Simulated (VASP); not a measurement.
Input of a VASP 6.6.1 run:

The input INCAR:

```
  PREC = Accurate
  ENCUT = 520
  EDIFF = 1E-6
  ISMEAR = 0
  SIGMA = 0.05
  LREAL = False
  LASPH = True
  NELM = 80
  ALGO = Normal
  ISIF = 2
  LWAVE = False
  LCHARG = False
  NBANDS = 11
```

Contents of KPOINTS:

```
Automatic mesh
0
Gamma
  10 10 10
```

File POSCAR:

```
AlN
1.0
    0.0000000000      1.9078941088      2.8618411632
    1.9078941088      0.0000000000      2.8618411632
    1.9078941088      1.9078941088      0.0000000000
Al N
1 1
Direct
    0.0000000000      0.0000000000      0.0000000000
    0.7500000000      0.7500000000      0.7500000000
```

Potentials or basis: VASP PAW LDA potentials, release 64 (Al, N).

The run is started by

```sh
$ cat potpaw_LDA.64/Al/POTCAR potpaw_LDA.64/N/POTCAR > POTCAR
$ mpirun -np 1 vasp_std > vasp.out
```

(1) Predict the band gap on the k mesh.

(2) Predict the pressure.

Results:

(1) zero (band 4 reaches 8.02 eV, above the bottom of band 5 at 7.95 eV).

(2) -7.5 GPa.
